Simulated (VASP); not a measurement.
Wanted: the native input for a VASP 6.6.1 run.

| Item | Value |
| --- | --- |
| Task | single point |
| Functional | BLYP |
| Potentials or basis | VASP PAW PBE potentials, release 64 (Cd_sv_GW) |
| Cutoff | 630 eV |
| k mesh | 19 × 19 × 8 |
| Occupations | fermi-dirac, width 0.1 eV |
| Spin | no spin polarisation |
| Dipole correction | no |
| Further INCAR settings | ALGO = Normal; EDIFF = 1e-06; NBANDS = 27 |

The structure of Cd lies in POSCAR:

```
Cd
1.0
    2.9680723007      0.0000000000      0.0000000000
   -1.4840361503      2.5704260127      0.0000000000
    0.0000000000      0.0000000000      6.1522441122
Cd
2
Direct
    0.3333333333      0.6666666667      0.2500000000
    0.6666666667      0.3333333333      0.7500000000
```

One way to write it, as run:

INCAR

```
SYSTEM = Cd
  PREC = Accurate
  ENCUT = 630
  EDIFF = 1E-6
  ISMEAR = -1
  SIGMA = 0.1
  LREAL = .False.
  LASPH = .True.
  NELM = 120
  ALGO = Normal
  ISIF = 2
  LWAVE = .False.
  LCHARG = .True.
  GGA = B5
  ALDAX = 1.0
  AGGAX = 1.0
  AGGAC = 1.0
  ALDAC = 0.0
  LELF = .True.
  LVHAR = .True.
  NBANDS = 27
  GGA_COMPAT = .False.
```

KPOINTS

```
regular mesh
0
Gamma
  19 19 8
  0 0 0
```

Potentials or basis: VASP PAW PBE potentials, release 64 (Cd_sv_GW).

Run with:

```console
$ cat potpaw_PBE.64/Cd_sv_GW/POTCAR > POTCAR
$ mpirun -np 1 vasp_std > vasp.out
```

It gave:

```yaml
Pressure: 4.4 GPa
Band_gap_on_the_k_mesh: zero (bands 20 and 21 overlap by 4.13 eV)
```

Caveat: the cell stands under pressure; the PAW data sets were made with another functional, which shifts forces and pressure a little.

Run time: 3.3 min on 1 thread of Intel(R) Xeon(R) Platinum 8259CL CPU @ 2.50GHz (Skylake/Cascade Lake), on a shared host, peak memory 0.43 GiB.
